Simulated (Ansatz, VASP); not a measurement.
AlN in VASP and in Ansatz

File INCAR:

```
SYSTEM = AlN
  PREC = Accurate
  ENCUT = 520
  EDIFF = 1E-7
  ISMEAR = 0
  SIGMA = 0.05
  LREAL = .FALSE.
  LASPH = .TRUE.
  NELM = 80
  ALGO = Normal
  ISIF = 2
  LWAVE = .FALSE.
  LCHARG = .TRUE.
  GGA = RE
  LELF = .TRUE.
  LVHAR = .TRUE.
  NBANDS = 16
```

Contents of KPOINTS:

```
regular mesh
0
G
  10 10 6
  0 0 0
```

Contents of POSCAR:

```
AlN
1.0
    3.0494515564      0.0000000000      0.0000000000
   -1.5247257782      2.6409025155      0.0000000000
    0.0000000000      0.0000000000      4.8793184075
Al N
2 2
Direct
    0.6669120000      0.3362360000      0.4998430000
    0.3268940000      0.6678470000     -0.0018600000
    0.6696610000      0.3331100000      0.8779580000
    0.3369420000      0.6692960000      0.3828520000
```

File input.yaml:

```yaml
crystal:
  lattice:
    - [3.0494515564, 0.0, 0.0]
    - [-1.5247257782, 2.6409025155, 0.0]
    - [0.0, 0.0, 4.8793184075]
  atoms:
    - { symbol: Al, position: [0.666912, 0.336236, 0.499843] }
    - { symbol: Al, position: [0.326894, 0.667847, -0.00186] }
    - { symbol: "N", position: [0.669661, 0.33311, 0.877958] }
    - { symbol: "N", position: [0.336942, 0.669296, 0.382852] }
hamiltonian:
  xc: revpbe
  pseudopotentials: { kind: paw }
kpoints:
  mp_grid: { grid: [10, 10, 6] }
scf:
  occupations: { method: gaussian, width: 0.05 }
output:
  forces: true
  stress: true
  eigenvalues: true
  write_density: true
  write_potential: true
  elf: true
  volumetric_format: npy
```

Alike in both runs: task single point; functional revPBE; k mesh 10 × 10 × 6; occupations gaussian, width 0.05 eV; no spin polarisation.

|  | VASP | Ansatz |
| --- | --- | --- |
| version | VASP 6.6.1 | Ansatz 0.2.0 |
| potentials or method | VASP PAW PBE potentials, release 64 (Al, N) | Ansatz PAW |
| plane-wave cutoff (eV) | 520 | 420 |
| valence electrons in the cell | 16 | 16 |

```csv
,VASP,Ansatz,Ansatz less VASP
gap on the k mesh at the Fermi level (eV),4.78,4.75,-0.026
least direct gap on the mesh (eV),4.78,4.75,-0.026
pressure (GPa),20.8,21.4,+0.60
"traceless stress, the component that is largest in VASP (GPa)",1.24,1.25,+0.002
rms of the force components (eV/Å),0.293,0.293,-0.0002
```

VASP's potentials were made for PBE, not for revPBE. Atom by atom the forces differ by 0.001 eV/Å (rms over components).
